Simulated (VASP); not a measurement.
# SnSe2 (P-3m1) in VASP: a series of runs

SnSe2 is run at these levels: PBE+D3(BJ); tasks: single point, relaxation of cell and atoms.

Everything below comes from runs of VASP 6.6.1. Logs are shortened: lines on timing, memory, paths and dates and some standing lists are left out, and cuts for length are marked.

## (1) The cell of the first run

Symmetry: P-3m1, No. 164, trigonal system. The conventional cell has a = 3.838 Å, b = 3.838 Å, c = 6.015 Å, α = 90.00°, β = 90.00°, γ = 120.00°. Sn (site symmetry -3m) has 6 Se at 2.73 Å within 3.6 Å. Se (site symmetry 3m) has 3 Sn at 2.73 Å and 3 Se at 3.59 Å within 3.6 Å.

## (2) Single point, PBE+D3(BJ)

INCAR reads:

```
SYSTEM = SnSe2
ALGO = Normal
EDIFF = 1E-6
ENCUT = 520
GGA = PE
ISIF = 2
ISMEAR = 0
IVDW = 12
LASPH = .TRUE.
LCHARG = .FALSE.
LREAL = .FALSE.
LWAVE = .FALSE.
NBANDS = 20
NELM = 100
PREC = Accurate
SIGMA = 0.02
```

KPOINTS reads:

```
k-points
0
G
  9 9 6
  0 0 0
```

POSCAR reads:

```
SnSe2
1.0
    3.8380776335      0.0000000000      0.0000000000
   -1.9190388167      3.3238727323      0.0000000000
    0.0000000000      0.0000000000      6.0146785272
Sn Se
1 2
Direct
    0.0000000000      0.0000000000      0.0000000000
    0.3333333333      0.6666666667      0.2650914469
    0.6666666667      0.3333333333      0.7349085531
```

Potentials or basis: VASP PAW PBE potentials, release 64 (Sn_d, Se).

Run with:

```sh
$ cat potpaw_PBE.64/Sn_d/POTCAR potpaw_PBE.64/Se/POTCAR > POTCAR
$ mpirun -np 1 vasp_std > vasp.out
```

OUTCAR:

```text
SYSTEM = SnSe2
   EDIFF = 1E-6
   ENCUT = 520
   GGA = PE
   ISIF = 2
   ISMEAR = 0
   IVDW = 12
   LASPH = .TRUE.
   LREAL = .FALSE.
   NELM = 100
   PREC = Accurate
 IVDW          = 12

 ion  position               nearest neighbor table
   1  0.000  0.000  0.000-   2 2.73   3 2.73   2 2.73   3 2.73   3 2.73   2 2.73
   2  0.333  0.667  0.265-   1 2.73   1 2.73   1 2.73
   3  0.667  0.333  0.735-   1 2.73   1 2.73   1 2.73

  LATTYP: Found a hexagonal cell.
 ALAT       =     3.8380776335
 C/A-ratio  =     1.5671070524

  Lattice vectors:

 A1 = (   3.8380776335,   0.0000000000,   0.0000000000)
 A2 = (  -1.9190388167,   3.3238727323,   0.0000000000)
 A3 = (   0.0000000000,   0.0000000000,   6.0146785272)

Analysis of symmetry for initial positions (statically):
=====================================================================
 Subroutine PRICEL returns:
 Original cell was already a primitive cell.

 Routine SETGRP: Setting up the symmetry group for a
 hexagonal supercell.

 Subroutine GETGRP returns: Found 12 space group operations
 (whereof 12 operations were pure point group operations)
 out of a pool of 24 trial point group operations.

The static configuration has the point symmetry D_3d.

Analysis of symmetry for dynamics (positions and initial velocities):
=====================================================================
 Subroutine PRICEL returns:
 Original cell was already a primitive cell.

 Routine SETGRP: Setting up the symmetry group for a
 hexagonal supercell.

 Subroutine GETGRP returns: Found 12 space group operations
 (whereof 12 operations were pure point group operations)
 out of a pool of 24 trial point group operations.

The dynamic configuration has the point symmetry D_3d.

 Subroutine INISYM returns: Found 12 space group operations
 (whereof 12 operations are pure point group operations),
 and found     1 'primitive' translations

----------------------------------------------------------------------------------------

                                     Primitive cell

  volume of cell :      76.7309

  direct lattice vectors                    reciprocal lattice vectors
     3.838077634  0.000000000  0.000000000     0.260547101  0.150426939  0.000000000
    -1.919038817  3.323872732  0.000000000     0.000000000  0.300853878  0.000000000
     0.000000000  0.000000000  6.014678527     0.000000000  0.000000000  0.166259925

  length of vectors
     3.838077634  3.838077633  6.014678527     0.300853878  0.300853878  0.166259925

[... 82 lines left out ...]
   EDIFF  = 0.1E-05   stopping-criterion for ELM
   LREAL  =      F    real-space projection
   EDIFFG = 0.1E-04   stopping-criterion for IOM
   NSW    =      0    number of steps for IOM
   IBRION =     -1    ionic relax: 0-MD 1-quasi-New 2-CG
   NFREE  =      0    steps in history (QN), initial steepest desc. (CG)
   ISIF   =      2    stress and relaxation
   ISYM   =      2    0-nonsym 1-usesym 2-fastsym
   POTIM  = 0.5000    time-step for ionic-motion
   TEBEG  =    0.0;   TEEND  =   0.0 temperature during run
   PSTRESS=    0.0 pullay stress
   NELECT =      26.0000    total number of electrons
   NUPDOWN=      -1.0000    fix difference up-down
   EMIN   =  10.00;   EMAX   =-10.00  energy-range for DOS
   EFERMI =   0.00;   METHOD = LEGACY
   ISMEAR =     0;   SIGMA  =   0.02  broadening in eV -4-tet -1-fermi 0-gaus
   EFERMI_NEDOS =   21; number of points for ismear=-14 and -15
   IALGO  =     38    algorithm
   IMIX   =      4    mixing-type and parameters
     AMIX     =   0.40;   BMIX     =  1.00
     AMIX_MAG =   1.60;   BMIX_MAG =  1.00
  volume/ion in A,a.u.               =      25.58       172.60
  Fermi-wavevector in a.u.,A,eV,Ry     =   1.141324  2.156790 17.723239  1.302621
  Thomas-Fermi vector in A             =   2.278025
   LORBIT       =      0    0 simple, 1 ext, 2 COOP (PROOUT), +10 PAW based schemes
   GGA     = PE    functional components
   LHFCALC =     F    Hartree Fock is set to
   AEXX    =    0.0000 exact exchange contribution
   IVDW    =    12    specifies the selected vdW correction
   LEPSILON=     F    determine dielectric tensor
   LRPA    =     F    only Hartree local field effects (RPA)
 non-spin polarized calculation
 Gauss-broadening in eV      SIGMA  =   0.02
  energy-cutoff  :      520.00
  volume of cell :       76.73
 maximum number of plane-waves:      2098
 NGX is ok and might be reduce to    30
   NGX = 15   NGY = 15   NGZ = 23

 number of electron      26.0000002 magnetization

 Free energy of the ion-electron system (eV)
  ---------------------------------------------------
  ext. energy  EPLUGINS =         0.00000000
  ---------------------------------------------------
  free energy    TOTEN  =       -11.80582980 eV

  energy without entropy =      -11.80582980  energy(sigma->0) =      -11.80582980

 E-fermi :   4.5472     XC(G=0):  -9.5630

 val. band max:        4.4006049009   @ k =   0.1111   0.0000   0.0000
 cond. band min:       4.7838100096   @ k =   0.0000   0.4444   0.3333
 fundamental gap:      0.3832051088
 Fermi energy:         4.5472383834

 k-point     1 :       0.0000    0.0000    0.0000
  band No.  band energies     occupation
      1     -16.9757      2.00000
      2     -16.9757      2.00000
      3     -16.9415      2.00000
      4     -16.9303      2.00000
      5     -16.9303      2.00000
      6      -9.5154      2.00000
[... 541 lines left out ...]
     19      11.6361      0.00000
     20      13.7758      0.00000

 [... further k-points ...]

------------------------ aborting loop because EDIFF is reached ----------------------------------------

 Edisp (eV)   -1.09175

 E8    (eV) :    -0.4779

  FORCE on cell =-STRESS in cart. coord.  units (eV):
  Direction    XX          YY          ZZ          XY          YZ          ZX
  --------------------------------------------------------------------------------------
  -------------------------------------------------------------------------------------
  Total       0.05191     0.05191     0.02354     0.00000     0.00000     0.00000
  in kB       1.08395     1.08395     0.49157     0.00000     0.00000     0.00000
  external pressure =        0.89 kB  Pullay stress =        0.00 kB

 VOLUME and BASIS-vectors are now :
 -----------------------------------------------------------------------------
  energy-cutoff  :      520.00
  volume of cell :       76.73
      direct lattice vectors                 reciprocal lattice vectors
     3.838077634  0.000000000  0.000000000     0.260547101  0.150426939  0.000000000
    -1.919038817  3.323872732  0.000000000     0.000000000  0.300853878  0.000000000
     0.000000000  0.000000000  6.014678527     0.000000000  0.000000000  0.166259925

 POSITION                                       TOTAL-FORCE (eV/Angst)
 -----------------------------------------------------------------------------------
      0.00000      0.00000      0.00000         0.000000      0.000000      0.000000
     -0.00000      2.21592      1.59444         0.000000      0.000000      0.010133
      1.91904      1.10796      4.42024        -0.000000      0.000000     -0.010133
 -----------------------------------------------------------------------------------
    total drift:                               -0.000000      0.000000      0.000000

  FREE ENERGIE OF THE ION-ELECTRON SYSTEM (eV)
  ---------------------------------------------------
  free  energy   TOTEN  =       -12.8975748714 eV

  energy  without entropy=      -12.8975748714  energy(sigma->0) =      -12.89757487
```

OSZICAR:

```text
N       E                     dE             d eps       ncg     rms          rms(c)
DAV:   1     0.202570604834E+03    0.20257E+03   -0.12181E+04  2528   0.148E+03
DAV:   2     0.109326135120E+02   -0.19164E+03   -0.18417E+03  2664   0.379E+02
DAV:   3    -0.112715428691E+02   -0.22204E+02   -0.21756E+02  3016   0.113E+02
DAV:   4    -0.120371441770E+02   -0.76560E+00   -0.76420E+00  2948   0.219E+01
DAV:   5    -0.120552675742E+02   -0.18123E-01   -0.18121E-01  3416   0.351E+00    0.491E+00
DAV:   6    -0.118193961628E+02    0.23587E+00   -0.51478E-01  3704   0.721E+00    0.316E+00
DAV:   7    -0.118050454006E+02    0.14351E-01   -0.14137E-01  2888   0.229E+00    0.104E+00
DAV:   8    -0.118053048804E+02   -0.25948E-03   -0.11017E-02  3080   0.946E-01    0.271E-01
DAV:   9    -0.118057927766E+02   -0.48790E-03   -0.15087E-03  2816   0.286E-01    0.820E-02
DAV:  10    -0.118058015192E+02   -0.87426E-05   -0.12219E-04  3200   0.740E-02    0.322E-02
DAV:  11    -0.118058298479E+02   -0.28329E-04   -0.43690E-05  2736   0.366E-02    0.913E-03
DAV:  12    -0.118058297990E+02    0.48914E-07   -0.22228E-06  2700   0.110E-02
   1 F= -.12897575E+02 E0= -.12897575E+02  d E =-.631774E-27
```

stdout:

```text
POSCAR found type information on POSCAR SnSe
 POSCAR found :  2 types and       3 ions
 scaLAPACK will be used
 LDA part: xc-table for (Slater+PW92), standard interpolation
 POSCAR, INCAR and KPOINTS ok, starting setup
 FFT: planning ... GRIDC
 FFT: planning ... GRID_SOFT
 FFT: planning ... GRID
 WAVECAR not read
 entering main loop
```

Run time: 62 s. Hardware: 1 thread of Intel Xeon Platinum 8488C (Sapphire Rapids), shared host; peak memory 0.26 GiB.

Results:

```yaml
Free_energy: -12.8976 eV
Pressure: 0.1 GPa
Largest_force: 0.010 eV/Å
Band_gap_on_the_k_mesh: 0.38 eV, indirect (least direct gap 0.83 eV)
Dispersion_energy_per_atom: -0.364 eV
```

Forces in eV/Å, atoms in the order of the input:
```
Sn   0.000  0.000  0.000
Se   0.000  0.000  0.010
Se   0.000  0.000 -0.010
```

Levels at points of the mesh, in eV from the valence-band top:
| k point | band 10 | band 11 | band 12 | band 13 | band 14 | band 15 | band 16 | band 17 |
| --- | --- | --- | --- | --- | --- | --- | --- | --- |
| (0.00, 0.00, 0.00) | -0.69 | -0.53 | -0.53 | -0.10 | 0.73 | 2.94 | 4.51 | 4.51 |
| (0.00, 0.00, 0.50) | -0.86 | -0.86 | -0.27 | -0.27 | 2.42 | 2.80 | 4.13 | 4.13 |

Caveat: spin-orbit coupling is left out, which moves the levels of the heavy elements. A k mesh can miss the band edges.

## (3) Relaxation of cell and atoms, PBE+D3(BJ)

This run uses another cell than the first one, of 25.64 Å³/atom, 1.003 times its volume.

INCAR reads:

```
PREC = Accurate ; ENCUT = 600
EDIFF = 1E-6 ; ISMEAR = 0
SIGMA = 0.02 ; LREAL = False
LASPH = True ; NELM = 100
ALGO = Normal ; ISIF = 3
LWAVE = False ; LCHARG = False
GGA = PE ; IVDW = 12
IBRION = 2 ; NSW = 100
EDIFFG = -0.005
```

KPOINTS reads:

```
regular mesh
0
Gamma
  9 9 6
```

POSCAR reads:

```
SnSe2
1.0
    3.8389775874      0.0000000000      0.0000000000
   -1.9194887937      3.3246521152      0.0000000000
    0.0000000000      0.0000000000      6.0278085378
Sn Se
1 2
Direct
    0.0000000000      0.0000000000      0.0000000000
    0.3333333333      0.6666666667      0.2645002944
    0.6666666667      0.3333333333      0.7354997056
```

Potentials or basis: VASP PAW PBE potentials, release 64 (Sn_d, Se).

Run with:

```sh
$ cat potpaw_PBE.64/Sn_d/POTCAR potpaw_PBE.64/Se/POTCAR > POTCAR
$ mpirun -np 1 vasp_std > vasp.out
```

OUTCAR:

```text
PREC = Accurate
   ENCUT = 600
   EDIFF = 1E-6
   ISMEAR = 0
   LREAL = False
   LASPH = True
   NELM = 100
   ISIF = 3
   GGA = PE
   IVDW = 12
   IBRION = 2
   NSW = 100
   EDIFFG = -0.005
 IVDW          = 12

 ion  position               nearest neighbor table
   1  0.000  0.000  0.000-   2 2.73   3 2.73   2 2.73   3 2.73   3 2.73   2 2.73
   2  0.333  0.667  0.265-   1 2.73   1 2.73   1 2.73
   3  0.667  0.333  0.735-   1 2.73   1 2.73   1 2.73

  LATTYP: Found a hexagonal cell.
 ALAT       =     3.8389775874
 C/A-ratio  =     1.5701598669

  Lattice vectors:

 A1 = (   3.8389775874,   0.0000000000,   0.0000000000)
 A2 = (  -1.9194887937,   3.3246521152,   0.0000000000)
 A3 = (   0.0000000000,   0.0000000000,   6.0278085378)

Analysis of symmetry for initial positions (statically):
=====================================================================
 Subroutine PRICEL returns:
 Original cell was already a primitive cell.

 Routine SETGRP: Setting up the symmetry group for a
 hexagonal supercell.

 Subroutine GETGRP returns: Found 12 space group operations
 (whereof 12 operations were pure point group operations)
 out of a pool of 24 trial point group operations.

The static configuration has the point symmetry D_3d.

Analysis of symmetry for dynamics (positions and initial velocities):
[... 147 lines left out ...]
  energy-cutoff  :      600.00
  volume of cell :       76.93
 maximum number of plane-waves:      2599
 NGX is ok and might be reduce to    32
   NGX = 15   NGY = 15   NGZ = 25

--------------------------------------- Ionic step        1  -------------------------------------------

 number of electron      26.0000006 magnetization

 Free energy of the ion-electron system (eV)
  ---------------------------------------------------
  ext. energy  EPLUGINS =         0.00000000
  ---------------------------------------------------
  free energy    TOTEN  =       -11.80890881 eV

  energy without entropy =      -11.80890881  energy(sigma->0) =      -11.80890881

------------------------ aborting loop because EDIFF is reached ----------------------------------------

 Edisp (eV)   -1.08866

 E8    (eV) :    -0.4765
[... 319 lines left out ...]
--------------------------------------- Ionic step        9  -------------------------------------------

 number of electron      26.0000005 magnetization

 Free energy of the ion-electron system (eV)
  ---------------------------------------------------
  ext. energy  EPLUGINS =         0.00000000
  ---------------------------------------------------
  free energy    TOTEN  =       -11.80814666 eV

  energy without entropy =      -11.80814666  energy(sigma->0) =      -11.80814666

 E-fermi :   4.4885     XC(G=0):  -9.5532

 val. band max:        4.3847366385   @ k =   0.1111   0.0000   0.0000
 cond. band min:       4.7621292550   @ k =   0.0000   0.4444   0.3333
 fundamental gap:      0.3773926165
 Fermi energy:         4.4884704664

 k-point     1 :       0.0000    0.0000    0.0000
  band No.  band energies     occupation
      1     -16.9944      2.00000
      2     -16.9944      2.00000
      3     -16.9609      2.00000
      4     -16.9497      2.00000
      5     -16.9497      2.00000
      6      -9.5224      2.00000
[... 457 lines left out ...]
      4     -16.9483      2.00000
      5     -16.9372      2.00000
      6      -8.7097      2.00000
[... 9 lines left out ...]
     16       9.3241      0.00000
     17      10.5342      0.00000

 [... further k-points ...]

------------------------ aborting loop because EDIFF is reached ----------------------------------------

 Edisp (eV)   -1.08949

 E8    (eV) :    -0.4769
[... 26 lines left out ...]
  FREE ENERGIE OF THE ION-ELECTRON SYSTEM (eV)
  ---------------------------------------------------
  free  energy   TOTEN  =       -12.8976341508 eV

  energy  without entropy=      -12.8976341508  energy(sigma->0) =      -12.89763415

 reached required accuracy - stopping structural energy minimisation
```

OSZICAR:

```text
N       E                     dE             d eps       ncg     rms          rms(c)
DAV:   1     0.207023249814E+03    0.20702E+03   -0.13656E+04  2124   0.193E+03
DAV:   2     0.101557824042E+02   -0.19687E+03   -0.19331E+03  2359   0.422E+02
DAV:   3    -0.113761984161E+02   -0.21532E+02   -0.20835E+02  2660   0.124E+02
[... 47 lines left out ...]
       N       E                     dE             d eps       ncg     rms          rms(c)
DAV:   1    -0.118081629098E+02    0.36414E-03   -0.33165E-03  2126   0.470E-01    0.311E-02
DAV:   2    -0.118081537914E+02    0.91184E-05   -0.16170E-04  2326   0.125E-01    0.154E-02
DAV:   3    -0.118081472961E+02    0.64953E-05   -0.12256E-05  2640   0.510E-02    0.663E-03
DAV:   4    -0.118081466643E+02    0.63186E-06   -0.24071E-06  1700   0.198E-02
   9 F= -.12897634E+02 E0= -.12897634E+02  d E =-.132495E-04
```

It took 3.1 min on 1 thread of Intel Xeon Platinum 8488C (Sapphire Rapids), shared host; peak memory 0.3 GiB.

Results:

```yaml
Free_energy: -12.8976 eV
Relaxed_volume: 25.63 Å³/atom
Relaxed_cell: a = 3.842 Å, b = 3.842 Å, c = 6.013 Å, α = 90.00°, β = 90.00°, γ = 120.00°
Space_group_after_relaxing_to_0.05_Å: P-3m1 (No. 164)
Energy_gained_by_relaxing: 0.0 meV/atom
Ionic_steps: 9
Pressure_after_relaxing: 0.0 GPa
Largest_force_after_relaxing: 0.003 eV/Å
Band_gap_on_the_k_mesh: 0.38 eV, indirect (least direct gap 0.81 eV)
Dispersion_energy_per_atom: -0.363 eV
```

Forces on the atoms (eV/Å):
```
Sn   0.000  0.000  0.000
Se   0.000  0.000  0.003
Se   0.000  0.000 -0.003
```

Final structure:
```xyz
3
Lattice="3.8424 0.0000 0.0000 -1.9212 3.3276 0.0000 0.0000 0.0000 6.0132" Properties=species:S:1:pos:R:3 pbc="T T T"
Sn   -1.9212    3.3276    0.0000
Se    0.0000    2.2184    1.5940
Se    1.9212    1.1092    4.4192
```

Caveat: spin-orbit coupling is left out, which moves the levels of the heavy elements. A k mesh can miss the band edges.

[end of part 1 of 2]
